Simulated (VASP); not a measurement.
Input of a VASP 6.6.1 run:

INCAR

```
  PREC = Accurate
  ENCUT = 520
  EDIFF = 1E-6
  ISMEAR = 0
  SIGMA = 0.1
  LREAL = F
  LASPH = T
  NELM = 80
  ALGO = Normal
  ISIF = 2
  LWAVE = F
  LCHARG = F
  GGA = PE
  NBANDS = 23
```

KPOINTS

```
regular mesh
0
Gamma
  12 12 12
```

The input POSCAR:

```
ZnS3
1.0
    4.8869325387      0.0000000000      0.0000000000
   -2.4434662693      4.2322077251      0.0000000000
    0.0000000000      0.0000000000      3.7455246330
Zn S
1 3
Direct
    0.0000000000      0.0000000000      0.5000000000
    0.5000000000      0.0000000000      0.0000000000
    0.0000000000      0.5000000000      0.0000000000
    0.5000000000      0.5000000000      0.0000000000
```

Potentials or basis: VASP PAW PBE potentials, release 64 (Zn, S).

The run is started by

```sh
$ cat potpaw_PBE.64/Zn/POTCAR potpaw_PBE.64/S/POTCAR > POTCAR
$ mpirun -np 1 vasp_std > vasp.out
```

Q: What does it give for the pressure?

A: -0.1 GPa.

Q: Estimate the band gap on the k mesh.

A: Zero (band 15 reaches 5.41 eV, above the bottom of band 16 at 2.73 eV).

Stress tensor (GPa, compression positive):
```
-0.10  0.00  0.00
 0.00 -0.10  0.00
 0.00  0.00  0.01
```
